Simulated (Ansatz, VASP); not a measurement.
**Al: VASP beside Ansatz**

```
CELL_PARAMETERS angstrom
-1.61746 1.61746 -1.61746
-1.61746 -1.61746 1.61746
-1.29397 6.46985 6.46985
ATOMIC_POSITIONS crystal
Al 0.65000 0.65000 0.87500
Al 0.45000 0.45000 0.12500
Al 0.85000 0.85000 0.37500
Al 0.25000 0.25000 0.62500
```

Alike in both runs: task single point; functional PBE; k mesh 16 × 16 × 5; occupations gaussian, width 0.15 eV; no spin polarisation.

```csv
,VASP,Ansatz
version,VASP 6.6.1,Ansatz 0.2.0
potentials or method,"VASP PAW PBE potentials, release 64 (Al), cutoff 520 eV","scalar-relativistic, plane waves, PAW"
valence electrons in the cell,12,12
```

|  | VASP | Ansatz | Ansatz less VASP |
| --- | --- | --- | --- |
| gap on the k mesh at the Fermi level (eV) | none | none | - |
| pressure (GPa) | 4.1 | 4.0 | 0.00 |
| traceless stress, the component that is largest in VASP (GPa) | 5.31 | 5.30 | -0.003 |
| rms of the force components (eV/Å) | 0.985 | 0.984 | -0.0008 |

Atom by atom the forces differ by 0.001 eV/Å (rms over components). A gap of «none» marks a metal or a gap that the smearing closes.
